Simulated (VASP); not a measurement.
Here is a VASP 6.6.1 calculation.

File INCAR:

```
SYSTEM = HgTe
PREC = Accurate
ENCUT = 520
EDIFF = 1E-7
ISMEAR = 0
SIGMA = 0.15
LREAL = .FALSE.
LASPH = .TRUE.
NELM = 80
ALGO = Normal
ISIF = 2
LWAVE = .FALSE.
LCHARG = .FALSE.
GGA = PE
NBANDS = 16
```

KPOINTS

```
regular mesh
0
G
  14 14 14
  0 0 0
```

POSCAR

```
HgTe
1.0
    0.0000000000      3.4029431933      2.8925017143
    3.4029431933      0.0000000000      2.8925017143
    3.4029431933      3.4029431933      0.0000000000
Hg Te
1 1
Direct
    0.0000000000      0.0000000000      0.0000000000
    0.7500000000      0.7500000000      0.7500000000
```

Potentials or basis: VASP PAW PBE potentials, release 64 (Hg, Te).

Run with:

```console
$ cat potpaw_PBE.64/Hg/POTCAR potpaw_PBE.64/Te/POTCAR > POTCAR
$ mpirun -np 1 vasp_std > vasp.out
```

Predict the pressure.

3.6 GPa.

Estimate the band gap on the k mesh.

0.13 eV (least direct gap 0.36 eV).

Stress tensor (GPa, compression positive):
```
3.21 0.00 0.00
0.00 3.21 0.00
0.00 0.00 4.49
```

Caveat: the cell stands under pressure; spin-orbit coupling is left out, which moves the levels of the heavy elements. A k mesh can miss the band edges.
